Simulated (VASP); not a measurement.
Set up this calculation in VASP 6.6.1, as the native input.

```yaml
Task: single point
Functional: r2SCAN
Potentials_or_basis: VASP PAW PBE potentials, release 64 (Ni)
Cutoff: 520 eV
k_mesh: 8 × 8 × 4
Occupations: fermi-dirac, width 0.1 eV
Spin: collinear spin, ferromagnetic start
Starting_moments: "[0.767, 0.767] μB"
Dipole_correction: no
Further_INCAR_settings: ALGO = Normal; EDIFF = 1e-06; NBANDS = 21
```

Crystal: Ni.

```
CELL_PARAMETERS angstrom
2.44898 0.00000 0.00000
-1.22449 2.12088 0.00000
0.00000 0.00000 4.06576
ATOMIC_POSITIONS crystal
Ni 0.33333 0.66667 0.25000
Ni 0.66667 0.33333 0.75000
```

These files were run (other wordings do the same):

POSCAR

```
Ni
1.0
    2.4489784454      0.0000000000      0.0000000000
   -1.2244892227      2.1208775470      0.0000000000
    0.0000000000      0.0000000000      4.0657612130
Ni
2
Direct
    0.3333333333      0.6666666667      0.2500000000
    0.6666666667      0.3333333333      0.7500000000
```

INCAR.step1

```
PREC     = Accurate       # precision mode
ENCUT    = 520            # plane-wave cutoff, eV
ISMEAR   = -1             # smearing method
SIGMA    = 0.1            # smearing width, eV
LREAL    = False          # projectors in reciprocal space
LASPH    = True           # aspherical terms in the spheres
NELM     = 150            # most SCF steps
ISPIN    = 2              # spin polarisation
MAGMOM   = 0.767 0.767    # initial moments
LMAXMIX  = 4              # l up to which the mixer works
NBANDS   = 21             # bands
GGA      = PE             # functional
ALGO     = Normal         # electronic algorithm
EDIFF    = 1E-4           # SCF threshold, eV
LWAVE    = True           # write WAVECAR
LCHARG   = False          # write CHGCAR
```

INCAR.step2

```
PREC     = Accurate       # precision mode
ENCUT    = 520            # plane-wave cutoff, eV
EDIFF    = 1E-6           # SCF threshold, eV
ISMEAR   = -1             # smearing method
SIGMA    = 0.1            # smearing width, eV
LREAL    = False          # projectors in reciprocal space
LASPH    = True           # aspherical terms in the spheres
NELM     = 150            # most SCF steps
ALGO     = Normal         # electronic algorithm
ISIF     = 2              # what is computed and relaxed
LWAVE    = False          # write WAVECAR
LCHARG   = False          # write CHGCAR
ISPIN    = 2              # spin polarisation
MAGMOM   = 0.767 0.767    # initial moments
LORBIT   = 11             # projections on sites
LMAXMIX  = 4              # l up to which the mixer works
METAGGA  = R2SCAN         # meta-GGA
LMIXTAU  = True         
NBANDS   = 21             # bands
ISTART   = 1
```

KPOINTS

```
regular mesh
0
Gamma
  8 8 4
```

Potentials or basis: VASP PAW PBE potentials, release 64 (Ni).

The run is started by

```console
$ cat potpaw_PBE.64/Ni/POTCAR > POTCAR
$ cp INCAR.step1 INCAR
$ mpirun -np 1 vasp_std > vasp.out
$ cp INCAR.step2 INCAR
$ mpirun -np 1 vasp_std > vasp.out
```

It gave:

```json
{
 "Pressure": "0.1 GPa",
 "Net moment": "1.42 μB per cell",
 "Site moments": "Ni +0.73 μB",
 "Valence electrons inside the program's atomic spheres": "Ni 9.40"
}
```

Caveat: the k points lie up to 0.39 Å⁻¹ apart; the PAW data sets were made with another functional, which shifts forces and pressure a little.

It took 72 s on 1 thread of AMD EPYC 9R45 96-Core Processor (Zen 5), with other jobs on the host, peak memory 0.12 GiB.
